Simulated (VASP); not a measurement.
A run of VASP 6.6.1:

Contents of POSCAR:

```
Ir
1.0
    2.7015893386      0.0000000000      0.0000000000
   -1.3507946693      2.3396449978      0.0000000000
    0.0000000000      0.0000000000      4.3732474603
Ir
2
Direct
    0.3333333333      0.6666666667      0.7500000000
    0.6666666667      0.3333333333      0.2500000000
```

INCAR.step1

```
PREC = Accurate
ENCUT = 520
ISMEAR = 0
SIGMA = 0.05
LREAL = F
LASPH = T
NELM = 100
NBANDS = 16
GGA = PE
ALGO = Normal
EDIFF = 1E-4
LWAVE = T
LCHARG = F
```

INCAR.step2

```
PREC = Accurate
ENCUT = 520
EDIFF = 1E-6
ISMEAR = 0
SIGMA = 0.05
LREAL = F
LASPH = T
NELM = 100
ALGO = Normal
ISIF = 2
LWAVE = F
LCHARG = F
METAGGA = R2SCAN
LMIXTAU = T
NBANDS = 16
ISTART = 1
```

KPOINTS

```
Automatic mesh
0
Gamma
  18 18 10
```

Potentials or basis: VASP PAW PBE potentials, release 64 (Ir).

Command:

```console
$ cat potpaw_PBE.64/Ir/POTCAR > POTCAR
$ cp INCAR.step1 INCAR
$ mpirun -np 1 vasp_std > vasp.out
$ cp INCAR.step2 INCAR
$ mpirun -np 1 vasp_std > vasp.out
```

Hardware: 1 thread of Intel(R) Xeon(R) 6975P-C (Granite Rapids) (shared host).

Q: Estimate the wall time of this run.

A: Wall time 2.2 min on 1 thread of Intel(R) Xeon(R) 6975P-C (Granite Rapids), with other jobs on the host, peak memory 0.21 GiB. Counts: k points 222.
